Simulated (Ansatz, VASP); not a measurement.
**Ni: VASP beside Ansatz**

```
Ni
1.0
     2.51083    0.00000    0.00000
    -1.25541    2.17444    0.00000
     0.00000    0.00000    8.22644
Ni
4
Cartesian
  -1.2554 2.1744 0.0000
  1.2554 2.1744 4.1132
  0.0000 1.4496 2.0566
  1.2554 0.7248 6.1698
```

Alike in both runs: task single point; functional LDA; k mesh 17 × 17 × 5; occupations fermi-dirac, width 0.1 eV; no spin polarisation.

```csv
,VASP,Ansatz
version,VASP 6.6.1,Ansatz 0.2.0
potentials or method,"VASP PAW LDA potentials, release 64 (Ni), cutoff 520 eV","plane waves (420 eV) with PAW, scalar-relativistic"
valence electrons in the cell,40,72
```

```tsv
	VASP	Ansatz	Ansatz less VASP
pressure (GPa)	-21.7	-22.0	-0.23
```

Ansatz warns that its potentials were made for another functional, while VASP's fit it. LDA's correlation is that of Perdew and Zunger in VASP and of Perdew and Wang (1992) in Ansatz. VASP's potentials hold 40 valence electrons a cell and Ansatz's 72, so a difference there can come from the potentials and not from the codes.
